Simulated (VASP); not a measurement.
# Lu (Fd-3m) in VASP: notebook

Runs on Lu. Level: LDA. Tasks: single point.

Program: VASP 6.6.1. These are calculated values, not measurements. Logs are shortened: lines on timing, memory, paths and dates and some standing lists are left out, and cuts for length are marked.

## 1. The cell of the first run

Symmetry: Fd-3m, No. 227, cubic system. The conventional cell has a = 4.597 Å, b = 4.597 Å, c = 4.597 Å, α = 90.00°, β = 90.00°, γ = 90.00°. Lu (site symmetry -43m) has 4 Lu at 1.99 Å within 2.6 Å.

## 2. Single point, LDA

File INCAR:

```
SYSTEM = Lu
ALGO = Normal
EDIFF = 1E-7
ENCUT = 520
GGA = CA
ISIF = 2
ISMEAR = -1
LASPH = .TRUE.
LCHARG = .TRUE.
LELF = .TRUE.
LREAL = .FALSE.
LVHAR = .TRUE.
LWAVE = .FALSE.
NBANDS = 32
NELM = 100
PREC = Accurate
SIGMA = 0.08
```

File KPOINTS:

```
k-points
0
G
  14 14 14
  0 0 0
```

File POSCAR:

```
Lu
1.0
    0.0000000000      2.2986845670      2.2986845670
    2.2986845670      0.0000000000      2.2986845670
    2.2986845670      2.2986845670      0.0000000000
Lu
2
Direct
   -0.1250000000     -0.1250000000     -0.1250000000
    0.1250000000      0.1250000000      0.1250000000
```

Potentials or basis: VASP PAW PBE potentials, release 64 (Lu).

Command:

```
$ cat potpaw_PBE.64/Lu/POTCAR > POTCAR
$ mpirun -np 1 vasp_std > vasp.out
```

OUTCAR:

```text
SYSTEM = Lu
   EDIFF = 1E-7
   ENCUT = 520
   GGA = CA
   ISIF = 2
   ISMEAR = -1
   LASPH = .TRUE.
   LREAL = .FALSE.
   NELM = 100
   PREC = Accurate

 ion  position               nearest neighbor table
   1  0.875  0.875  0.875-   2 1.99   2 1.99   2 1.99   2 1.99
   2  0.125  0.125  0.125-   1 1.99   1 1.99   1 1.99   1 1.99

  LATTYP: Found a face centered cubic cell.
 ALAT       =     4.5973691340

  Lattice vectors:

 A1 = (   0.0000000000,   2.2986845670,   2.2986845670)
 A2 = (   2.2986845670,   0.0000000000,   2.2986845670)
 A3 = (   2.2986845670,   2.2986845670,   0.0000000000)

Analysis of symmetry for initial positions (statically):
=====================================================================
 Subroutine PRICEL returns:
 Original cell was already a primitive cell.

 Routine SETGRP: Setting up the symmetry group for a
 face centered cubic supercell.

 Subroutine GETGRP returns: Found 48 space group operations
 (whereof 12 operations were pure point group operations)
 out of a pool of 48 trial point group operations.

The static configuration has the point symmetry D_3d.
 The point group associated with its full space group is O_h .

Analysis of symmetry for dynamics (positions and initial velocities):
=====================================================================
 Subroutine PRICEL returns:
 Original cell was already a primitive cell.

 Routine SETGRP: Setting up the symmetry group for a
 face centered cubic supercell.

 Subroutine GETGRP returns: Found 48 space group operations
 (whereof 12 operations were pure point group operations)
 out of a pool of 48 trial point group operations.

The dynamic configuration has the point symmetry D_3d.
 The point group associated with its full space group is O_h .

 Subroutine INISYM returns: Found 48 space group operations
 (whereof 12 operations are pure point group operations),
 and found     1 'primitive' translations

----------------------------------------------------------------------------------------

                                     Primitive cell

  volume of cell :      24.2923

  direct lattice vectors                    reciprocal lattice vectors
     0.000000000  2.298684567  2.298684567    -0.217515708  0.217515708  0.217515708
     2.298684567  0.000000000  2.298684567     0.217515708 -0.217515708  0.217515708
     2.298684567  2.298684567  0.000000000     0.217515708  0.217515708 -0.217515708

  length of vectors
     3.250830890  3.250830890  3.250830890     0.376748257  0.376748257  0.376748257

  position of ions in fractional coordinates (direct lattice)
     0.875000000  0.875000000  0.875000000
     0.125000000  0.125000000  0.125000000

  ion indices of the primitive-cell ions
   primitive index   ion index
                 1           1
                 2           2

----------------------------------------------------------------------------------------

 KPOINTS: k-points

Automatic generation of k-mesh.
 Grid dimensions read from file:
 generate k-points for:   14   14   14

 Generating k-lattice:

  Cartesian coordinates                     Fractional coordinates (reciprocal lattice)
    -0.015536836  0.015536836  0.015536836     0.071428571  0.000000000  0.000000000
     0.015536836 -0.015536836  0.015536836     0.000000000  0.071428571  0.000000000
     0.015536836  0.015536836 -0.015536836     0.000000000  0.000000000  0.071428571

  Length of vectors
     0.026910590  0.026910590  0.026910590

  Shift w.r.t. Gamma in fractional coordinates (k-lattice)
     0.000000000  0.000000000  0.000000000

 Subroutine IBZKPT returns following result:
 ===========================================

 Found    104 irreducible k-points:

 Following reciprocal coordinates:
            Coordinates               Weight
  0.000000  0.000000  0.000000      1.000000
  0.071429  0.000000  0.000000      8.000000
  0.142857  0.000000  0.000000      8.000000
  0.214286  0.000000  0.000000      8.000000
  0.285714  0.000000  0.000000      8.000000
  0.357143  0.000000  0.000000      8.000000
[... 16 lines left out ...]
  0.214286  0.142857  0.000000     24.000000
  0.285714  0.142857  0.000000     24.000000
 [... further k-points ...]
   k-points           NKPTS =    104   k-points in BZ     NKDIM =    104   number of bands    NBANDS=     32
   number of dos      NEDOS =    301   number of ions     NIONS =      2
   total plane-waves  NPLWV =  13824
   dimension x,y,z NGX =    24 NGY =   24 NGZ =   24
   dimension x,y,z NGXF=    48 NGYF=   48 NGZF=   48
   ions per type =               2
   NGX,Y,Z   is equivalent  to a cutoff of  12.27, 12.27, 12.27 a.u.
   NGXF,Y,Z  is equivalent  to a cutoff of  24.55, 24.55, 24.55 a.u.
 SYSTEM =  Lu
   PREC   = accura    normal or accurate (medium, high low for compatibility)
   ISTART =      0    job   : 0-new  1-cont  2-samecut
   ICHARG =      2    charge: 1-file 2-atom 10-const
   ISPIN  =      1    spin polarized calculation?
   LNONCOLLINEAR =      F non collinear calculations
   LSORBIT =      F    spin-orbit coupling
   LASPH  =      T    aspherical Exc in radial PAW
   ENCUT  =  520.0 eV  38.22 Ry    6.18 a.u.   6.04  6.04  6.04*2*pi/ulx,y,z
   NELM   =    100;   NELMIN=  2; NELMDL= -5     # of ELM steps
   EDIFF  = 0.1E-06   stopping-criterion for ELM
   LREAL  =      F    real-space projection
   EDIFFG = 0.1E-05   stopping-criterion for IOM
   NSW    =      0    number of steps for IOM
   IBRION =     -1    ionic relax: 0-MD 1-quasi-New 2-CG
   NFREE  =      0    steps in history (QN), initial steepest desc. (CG)
   ISIF   =      2    stress and relaxation
   ISYM   =      2    0-nonsym 1-usesym 2-fastsym
   POTIM  = 0.5000    time-step for ionic-motion
   TEBEG  =    0.0;   TEEND  =   0.0 temperature during run
   PSTRESS=    0.0 pullay stress
   NELECT =      50.0000    total number of electrons
   NUPDOWN=      -1.0000    fix difference up-down
   EMIN   =  10.00;   EMAX   =-10.00  energy-range for DOS
   EFERMI =   0.00;   METHOD = LEGACY
   ISMEAR =    -1;   SIGMA  =   0.08  broadening in eV -4-tet -1-fermi 0-gaus
   EFERMI_NEDOS =   21; number of points for ismear=-14 and -15
   IALGO  =     38    algorithm
   IMIX   =      4    mixing-type and parameters
     AMIX     =   0.40;   BMIX     =  1.00
     AMIX_MAG =   1.60;   BMIX_MAG =  1.00
  volume/ion in A,a.u.               =      12.15        81.97
  Fermi-wavevector in a.u.,A,eV,Ry     =   2.082454  3.935268 59.003235  4.336615
  Thomas-Fermi vector in A             =   3.077100
   LORBIT       =      0    0 simple, 1 ext, 2 COOP (PROOUT), +10 PAW based schemes
   GGA     = CA    functional components
   LHFCALC =     F    Hartree Fock is set to
   AEXX    =    0.0000 exact exchange contribution
   IVDW    =     0    specifies the selected vdW correction
   LEPSILON=     F    determine dielectric tensor
   LRPA    =     F    only Hartree local field effects (RPA)
 non-spin polarized calculation
  energy-cutoff  :      520.00
  volume of cell :       24.29
 maximum number of plane-waves:       668
   NGX = 13   NGY = 13   NGZ = 13

 number of electron      50.0000020 magnetization

 Free energy of the ion-electron system (eV)
  ---------------------------------------------------
  ext. energy  EPLUGINS =         0.00000000
  ---------------------------------------------------
  free energy    TOTEN  =         7.06965492 eV

  energy without entropy =        7.08081456  energy(sigma->0) =        7.07523474

 E-fermi :   6.6084     XC(G=0): -16.0142

 val. band max:        6.5705492586   @ k =   0.5000   0.0000   0.0000
 cond. band min:       6.6526648287   @ k =   0.5000   0.4286   0.0000
 fundamental gap:      0.0821155701
 Fermi energy:         6.6084433040

 k-point     1 :       0.0000    0.0000    0.0000
  band No.  band energies     occupation
      1     -53.9003      2.00000
      2     -47.8073      2.00000
      3     -25.3173      2.00000
      4     -25.3173      2.00000
      5     -25.3173      2.00000
      6     -19.6560      2.00000
[... 24 lines left out ...]
     31      15.3064      0.00000
     32      18.7585      0.00000

 k-point     2 :       0.0714    0.0000    0.0000
  band No.  band energies     occupation
      1     -53.8551      2.00000
      2     -47.8846      2.00000
      3     -25.3690      2.00000
      4     -25.3690      2.00000
      5     -25.3164      2.00000
      6     -19.5940      2.00000
[... 24 lines left out ...]
     31      15.0847      0.00000
     32      19.0272      0.00000

 k-point     3 :       0.1429    0.0000    0.0000
  band No.  band energies     occupation
      1     -53.7231      2.00000
      2     -48.1063      2.00000
      3     -25.5069      2.00000
      4     -25.5069      2.00000
      5     -25.3233      2.00000
      6     -19.4006      2.00000
[... 24 lines left out ...]
     31      14.5520      0.00000
     32      19.9593      0.00000

 k-point     4 :       0.2143    0.0000    0.0000
  band No.  band energies     occupation
      1     -53.5144      2.00000
      2     -48.4420      2.00000
      3     -25.6908      2.00000
      4     -25.6908      2.00000
      5     -25.3549      2.00000
      6     -19.0711      2.00000
[... 24 lines left out ...]
     31      14.2246      0.00000
     32      21.3550      0.00000

 k-point     5 :       0.2857    0.0000    0.0000
  band No.  band energies     occupation
      1     -53.2496      2.00000
      2     -48.8444      2.00000
      3     -25.8776      2.00000
      4     -25.8776      2.00000
      5     -25.4147      2.00000
      6     -18.7271      2.00000
[... 584 lines left out ...]
     31      14.8155      0.00000
     32      19.5534      0.00000

 k-point    22 :       0.1429    0.1429    0.0000
  band No.  band energies     occupation
      1     -53.6605      2.00000
      2     -48.2085      2.00000
      3     -25.7488      2.00000
      4     -25.7488      2.00000
      5     -24.8775      2.00000
      6     -19.9686      2.00000
[... 24 lines left out ...]
     31      14.1971      0.00000
     32      19.7261      0.00000

 k-point    23 :       0.2143    0.1429    0.0000
  band No.  band energies     occupation
      1     -53.5012      2.00000
      2     -48.4622      2.00000
      3     -25.9543      2.00000
      4     -25.9405      2.00000
      5     -24.6959      2.00000
      6     -20.0303      2.00000
[... 24 lines left out ...]
     31      13.9083      0.00000
     32      20.5285      0.00000

 k-point    24 :       0.2857    0.1429    0.0000
  band No.  band energies     occupation
      1     -53.2707      2.00000
      2     -48.8127      2.00000
      3     -26.2013      2.00000
      4     -26.1234      2.00000
      5     -24.5655      2.00000
      6     -19.9352      2.00000
[... 24 lines left out ...]
     31      14.1492      0.00000
     32      19.8745      0.00000

 [... further k-points ...]

------------------------ aborting loop because EDIFF is reached ----------------------------------------

  FORCE on cell =-STRESS in cart. coord.  units (eV):
  Direction    XX          YY          ZZ          XY          YZ          ZX
  --------------------------------------------------------------------------------------
  -------------------------------------------------------------------------------------
  Total       48.0281163     48.0281163     48.0281163     -0.0000000     -0.0000000      0.0000000
  in kB     3167.6559148   3167.6559148   3167.6559148     -0.0000000     -0.0000000      0.0000000
  external PRESSURE =    3167.6559148 kB  Pullay stress =       0.0000000 kB

 VOLUME and BASIS-vectors are now :
 -----------------------------------------------------------------------------
  energy-cutoff  :      520.00
  volume of cell :       24.29
      direct lattice vectors                 reciprocal lattice vectors
     0.000000000  2.298684567  2.298684567    -0.217515708  0.217515708  0.217515708
     2.298684567  0.000000000  2.298684567     0.217515708 -0.217515708  0.217515708
     2.298684567  2.298684567  0.000000000     0.217515708  0.217515708 -0.217515708

 POSITION                                       TOTAL-FORCE (eV/Angst)
 -----------------------------------------------------------------------------------
      4.02270      4.02270      4.02270         0.000000     -0.000000      0.000000
      0.57467      0.57467      0.57467        -0.000000      0.000000     -0.000000
 -----------------------------------------------------------------------------------
    total drift:                                0.000000      0.000000      0.000000

  FREE ENERGIE OF THE ION-ELECTRON SYSTEM (eV)
  ---------------------------------------------------
  free  energy   TOTEN  =         7.0696549168 eV

  energy  without entropy=        7.0808145576  energy(sigma->0) =        7.07523474
```

Run time: 43 s. Hardware: 1 thread of Intel Xeon Platinum 8488C (Sapphire Rapids), shared host; peak memory 0.18 GiB.

What came out:

```yaml
Free_energy: 7.0697 eV
Pressure: 316.8 GPa
Band_gap_on_the_k_mesh: zero (band 25 reaches 7.29 eV, above the bottom of band 26 at 5.40 eV)
```

Caveat: the PAW data sets were made with another functional, which shifts forces and pressure a little; spin-orbit coupling is left out, which moves the levels of the heavy elements.

(Continued in part 2 of 2.)
